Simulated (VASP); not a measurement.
# CdS (F-43m) in VASP: a series of runs, part 2 of 2

VASP 6.6.1. Earlier steps stand in the parts before.

### Step 4. Relaxation of cell and atoms, PBE+D3(BJ)

File INCAR:

```
PREC = Accurate ; ENCUT = 600
EDIFF = 1E-7 ; ISMEAR = 0
SIGMA = 0.02 ; LREAL = False
LASPH = True ; NELM = 80
ALGO = Normal ; ISIF = 3
LWAVE = False ; LCHARG = False
GGA = PE ; IVDW = 12
IBRION = 2 ; NSW = 100
EDIFFG = -0.005
```

File KPOINTS:

```
Automatic mesh
0
Gamma
  8 8 8
```

File POSCAR:

```
CdS
1.0
    0.0000000000      2.9100000000      2.9100000000
    2.9100000000      0.0000000000      2.9100000000
    2.9100000000      2.9100000000      0.0000000000
Cd S
1 1
Direct
    0.0000000000      0.0000000000      0.0000000000
    0.7500000000      0.7500000000      0.7500000000
```

Potentials or basis: VASP PAW PBE potentials, release 64 (Cd, S).

Started as:

```sh
$ cat potpaw_PBE.64/Cd/POTCAR potpaw_PBE.64/S/POTCAR > POTCAR
$ mpirun -np 1 vasp_std > vasp.out
```

OUTCAR:

```text
PREC = Accurate
   ENCUT = 600
   EDIFF = 1E-7
   ISMEAR = 0
   LREAL = False
   LASPH = True
   NELM = 80
   ISIF = 3
   GGA = PE
   IVDW = 12
   IBRION = 2
   NSW = 100
   EDIFFG = -0.005
 IVDW          = 12

 ion  position               nearest neighbor table
   1  0.000  0.000  0.000-   2 2.52   2 2.52   2 2.52   2 2.52
   2  0.750  0.750  0.750-   1 2.52   1 2.52   1 2.52   1 2.52

  LATTYP: Found a face centered cubic cell.
 ALAT       =     5.8200000000

  Lattice vectors:

 A1 = (   0.0000000000,   2.9100000000,   2.9100000000)
 A2 = (   2.9100000000,   0.0000000000,   2.9100000000)
 A3 = (   2.9100000000,   2.9100000000,   0.0000000000)

Analysis of symmetry for initial positions (statically):
=====================================================================
 Subroutine PRICEL returns:
 Original cell was already a primitive cell.

 Routine SETGRP: Setting up the symmetry group for a
 face centered cubic supercell.

 Subroutine GETGRP returns: Found 24 space group operations
 (whereof 24 operations were pure point group operations)
 out of a pool of 48 trial point group operations.

The static configuration has the point symmetry T_d .

Analysis of symmetry for dynamics (positions and initial velocities):
=====================================================================
 Subroutine PRICEL returns:
 Original cell was already a primitive cell.

 Routine SETGRP: Setting up the symmetry group for a
 face centered cubic supercell.

 Subroutine GETGRP returns: Found 24 space group operations
 (whereof 24 operations were pure point group operations)
 out of a pool of 48 trial point group operations.

The dynamic configuration has the point symmetry T_d .

 Subroutine INISYM returns: Found 24 space group operations
 (whereof 24 operations are pure point group operations),
 and found     1 'primitive' translations

----------------------------------------------------------------------------------------

                                     Primitive cell

  volume of cell :      49.2843

  direct lattice vectors                    reciprocal lattice vectors
     0.000000000  2.910000000  2.910000000    -0.171821306  0.171821306  0.171821306
     2.910000000  0.000000000  2.910000000     0.171821306 -0.171821306  0.171821306
     2.910000000  2.910000000  0.000000000     0.171821306  0.171821306 -0.171821306

  length of vectors
     4.115361467  4.115361467  4.115361467     0.297603232  0.297603232  0.297603232

  position of ions in fractional coordinates (direct lattice)
     0.000000000  0.000000000  0.000000000
     0.750000000  0.750000000  0.750000000

  ion indices of the primitive-cell ions
   primitive index   ion index
                 1           1
                 2           2

----------------------------------------------------------------------------------------

 KPOINTS: Automatic mesh

Automatic generation of k-mesh.
 Grid dimensions read from file:
 generate k-points for:    8    8    8

 Generating k-lattice:

  Cartesian coordinates                     Fractional coordinates (reciprocal lattice)
    -0.021477663  0.021477663  0.021477663     0.125000000  0.000000000  0.000000000
     0.021477663 -0.021477663  0.021477663     0.000000000  0.125000000  0.000000000
     0.021477663  0.021477663 -0.021477663     0.000000000  0.000000000  0.125000000

  Length of vectors
     0.037200404  0.037200404  0.037200404

  Shift w.r.t. Gamma in fractional coordinates (k-lattice)
     0.000000000  0.000000000  0.000000000

 Subroutine IBZKPT returns following result:
 ===========================================

 Found     29 irreducible k-points:

 Following reciprocal coordinates:
            Coordinates               Weight
  0.000000  0.000000  0.000000      1.000000
  0.125000  0.000000  0.000000      8.000000
  0.250000  0.000000  0.000000      8.000000
  0.375000  0.000000  0.000000      8.000000
  0.500000  0.000000  0.000000      4.000000
  0.125000  0.125000  0.000000      6.000000
[... 16 lines left out ...]
  0.500000  0.250000  0.125000     48.000000
 -0.375000  0.250000  0.125000     24.000000
 [... further k-points ...]
   k-points           NKPTS =     29   k-points in BZ     NKDIM =     29   number of bands    NBANDS=     13
   number of dos      NEDOS =    301   number of ions     NIONS =      2
   total plane-waves  NPLWV =  46656
   dimension x,y,z NGX =    36 NGY =   36 NGZ =   36
   dimension x,y,z NGXF=    72 NGYF=   72 NGZF=   72
   ions per type =               1   1
   NGX,Y,Z   is equivalent  to a cutoff of  14.54, 14.54, 14.54 a.u.
   NGXF,Y,Z  is equivalent  to a cutoff of  29.09, 29.09, 29.09 a.u.
 SYSTEM =  unknown system
   PREC   = accura    normal or accurate (medium, high low for compatibility)
   ISTART =      0    job   : 0-new  1-cont  2-samecut
   ICHARG =      2    charge: 1-file 2-atom 10-const
   ISPIN  =      1    spin polarized calculation?
   LNONCOLLINEAR =      F non collinear calculations
   LSORBIT =      F    spin-orbit coupling
   LASPH  =      T    aspherical Exc in radial PAW
   ENCUT  =  600.0 eV  44.10 Ry    6.64 a.u.   8.22  8.22  8.22*2*pi/ulx,y,z
   NELM   =     80;   NELMIN=  2; NELMDL= -5     # of ELM steps
   EDIFF  = 0.1E-06   stopping-criterion for ELM
   LREAL  =      F    real-space projection
   EDIFFG = -.5E-02   stopping-criterion for IOM
   NSW    =    100    number of steps for IOM
   IBRION =      2    ionic relax: 0-MD 1-quasi-New 2-CG
   NFREE  =      1    steps in history (QN), initial steepest desc. (CG)
   ISIF   =      3    stress and relaxation
   ISYM   =      2    0-nonsym 1-usesym 2-fastsym
   POTIM  = 0.5000    time-step for ionic-motion
   TEBEG  =    0.0;   TEEND  =   0.0 temperature during run
   PSTRESS=    0.0 pullay stress
   NELECT =      18.0000    total number of electrons
   NUPDOWN=      -1.0000    fix difference up-down
   EMIN   =  10.00;   EMAX   =-10.00  energy-range for DOS
   EFERMI =   0.00;   METHOD = LEGACY
   ISMEAR =     0;   SIGMA  =   0.02  broadening in eV -4-tet -1-fermi 0-gaus
   EFERMI_NEDOS =   21; number of points for ismear=-14 and -15
   IALGO  =     38    algorithm
   IMIX   =      4    mixing-type and parameters
     AMIX     =   0.40;   BMIX     =  1.00
     AMIX_MAG =   1.60;   BMIX_MAG =  1.00
  volume/ion in A,a.u.               =      24.64       166.29
  Fermi-wavevector in a.u.,A,eV,Ry     =   1.170207  2.211371 18.631605  1.369384
  Thomas-Fermi vector in A             =   2.306669
   LORBIT       =      0    0 simple, 1 ext, 2 COOP (PROOUT), +10 PAW based schemes
   GGA     = PE    functional components
   LHFCALC =     F    Hartree Fock is set to
   AEXX    =    0.0000 exact exchange contribution
   IVDW    =    12    specifies the selected vdW correction
   LEPSILON=     F    determine dielectric tensor
   LRPA    =     F    only Hartree local field effects (RPA)
 conjugate gradient relaxation of ions
 non-spin polarized calculation
 Gauss-broadening in eV      SIGMA  =   0.02
  energy-cutoff  :      600.00
  volume of cell :       49.28
 maximum number of plane-waves:      1676
 NGX is ok and might be reduce to    36
   NGX = 17   NGY = 17   NGZ = 17

--------------------------------------- Ionic step        1  -------------------------------------------

 number of electron      18.0000000 magnetization

 Free energy of the ion-electron system (eV)
  ---------------------------------------------------
  ext. energy  EPLUGINS =         0.00000000
  ---------------------------------------------------
  free energy    TOTEN  =        -6.11399161 eV

  energy without entropy =       -6.11399161  energy(sigma->0) =       -6.11399161

------------------------ aborting loop because EDIFF is reached ----------------------------------------

 Edisp (eV)   -0.61795

 E8    (eV) :    -0.2519
[... 71 lines left out ...]
--------------------------------------- Ionic step        3  -------------------------------------------

 number of electron      17.9999999 magnetization

 Free energy of the ion-electron system (eV)
  ---------------------------------------------------
  ext. energy  EPLUGINS =         0.00000000
  ---------------------------------------------------
  free energy    TOTEN  =        -6.13378518 eV

  energy without entropy =       -6.13378518  energy(sigma->0) =       -6.13378518

 E-fermi :   1.3268     XC(G=0):  -9.0779

 val. band max:        1.1833370519   @ k =   0.0000   0.0000   0.0000
 cond. band min:       2.2996075671   @ k =   0.0000   0.0000   0.0000
 fundamental gap:      1.1162705152
 Fermi energy:         1.3268235029

 k-point     1 :       0.0000    0.0000    0.0000
  band No.  band energies     occupation
      1     -11.0930      2.00000
      2      -6.4906      2.00000
      3      -6.4906      2.00000
      4      -6.4906      2.00000
      5      -6.0315      2.00000
      6      -6.0315      2.00000
      7       1.1833      2.00000
      8       1.1833      2.00000
      9       1.1833      2.00000
     10       2.2996      0.00000
     11       7.7331      0.00000
     12       7.7331      0.00000
     13       7.7331      0.00000
[... 354 lines left out ...]
  band No.  band energies     occupation
      1     -10.6193      2.00000
      2      -6.3327      2.00000
      3      -6.2966      2.00000
      4      -6.0555      2.00000
      5      -6.0057      2.00000
      6      -5.5554      2.00000
      7      -2.8464      2.00000
      8      -0.7031      2.00000
      9      -0.0014      2.00000
     10       5.5224      0.00000
     11       7.0168      0.00000
     12       8.3861      0.00000
     13       9.5307      0.00000

 [... further k-points ...]

------------------------ aborting loop because EDIFF is reached ----------------------------------------

 Edisp (eV)   -0.60276

 E8    (eV) :    -0.2455
[... 25 lines left out ...]
  FREE ENERGIE OF THE ION-ELECTRON SYSTEM (eV)
  ---------------------------------------------------
  free  energy   TOTEN  =        -6.7365470761 eV

  energy  without entropy=       -6.7365470761  energy(sigma->0) =       -6.73654708

 reached required accuracy - stopping structural energy minimisation
```

It took 42 s on 1 thread of AMD EPYC 9R45 (Zen 5), shared host; peak memory 0.2 GiB.

What came out:

* Free energy: -6.7365 eV
* Relaxed volume: 25.19 Å³/atom
* Relaxed cell: a = 4.146 Å, b = 4.146 Å, c = 4.146 Å, α = 60.00°, β = 60.00°, γ = 60.00°
* Space group after relaxing (to 0.05 Å): F-43m (No. 216)
* Energy gained by relaxing: 2.3 meV/atom
* Ionic steps: 3
* Pressure after relaxing: 0.0 GPa
* Band gap on the k mesh: 1.12 eV, direct
* Dispersion energy per atom: -0.301 eV

The path:
```csv
step,energy change (eV),largest force (eV/Å),pressure (GPa),volume (Å³)
1,0.0000,0.0000,1.37,49.28
2,-0.0040,0.0000,-0.48,50.81
3,-0.0046,0.0000,0.03,50.38
```

Final structure:
```
CELL_PARAMETERS angstrom
0.00000 2.93146 2.93146
2.93146 0.00000 2.93146
2.93146 2.93146 0.00000
ATOMIC_POSITIONS crystal
Cd 0.00000 0.00000 0.00000
S 0.75000 0.75000 0.75000
```

### Step 5. Summary

| task | cell | k mesh | cutoff (eV) | smearing | gap on the mesh (eV) | pressure (GPa) |
| --- | --- | --- | --- | --- | --- | --- |
| single point | a = 4.115 Å, angles 60.0°, 2 atoms | 6 × 6 × 6 | 520 | gaussian 0.1 eV | 1.16 | 1.4 |
| single point | a = 4.138 Å, angles 60.0°, 2 atoms | 8 × 8 × 8 | 520 | gaussian 0.02 eV | 1.13 | 0.4 |
| relaxation of cell and atoms | relaxed from a = 4.115 Å, angles 60.0°, 2 atoms | 8 × 8 × 8 | 600 | gaussian 0.02 eV | 1.12 | 0.0 |

Alike in all rows: level PBE+D3(BJ); potentials or basis VASP PAW PBE potentials, release 64 (Cd, S); no spin polarisation.

Total energies depend on the potentials used, so only differences within one code and one set of settings carry meaning.
